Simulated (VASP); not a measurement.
A run of VASP 6.6.1 is set up as follows.

Contents of INCAR:

```
PREC = Accurate
ENCUT = 600
EDIFF = 1E-6
ISMEAR = -1
SIGMA = 0.05
LREAL = F
LASPH = T
NELM = 60
ALGO = Normal
ISIF = 3
LWAVE = F
LCHARG = F
GGA = PE
IBRION = 2
NSW = 80
EDIFFG = -0.02
```

Contents of KPOINTS:

```
regular mesh
0
Gamma
  7 7 4
```

Contents of POSCAR:

```
Pb
1.0
    3.4800000000      0.0000000000      0.0000000000
   -1.7400000000      3.0137684052      0.0000000000
    0.0000000000      0.0000000000      5.5900000000
Pb
2
Direct
    0.6666666667      0.3333333333      0.7500000000
    0.3333333333      0.6666666667      0.2500000000
```

Potentials or basis: VASP PAW PBE potentials, release 64 (Pb_d).

Run with:

```sh
$ cat potpaw_PBE.64/Pb_d/POTCAR > POTCAR
$ mpirun -np 1 vasp_std > vasp.out
```

Task: What does it give for the relaxed cell?

Result: a = 3.590 Å, b = 3.590 Å, c = 5.684 Å, α = 90.00°, β = 90.00°, γ = 120.00°.

Task: Estimate the space group after relaxing (to 0.1 Å).

Result: P6_3/mmc (No. 194).

The path:
| step | energy change (eV) | largest force (eV/Å) | pressure (GPa) | volume (Å³) |
| --- | --- | --- | --- | --- |
| 1 | 0.0000 | 0.0000 | 3.80 | 58.63 |
| 2 | -0.0496 | 0.0000 | -0.76 | 64.72 |
| 3 | -0.0526 | 0.0000 | -0.01 | 63.40 |
| 4 | -0.0526 | 0.0000 | -0.06 | 63.50 |
| 5 | -0.0529 | 0.0000 | -0.06 | 63.48 |
| 6 | -0.0530 | 0.0000 | -0.04 | 63.46 |

 Zero-point motion and thermal expansion aren't in these numbers.
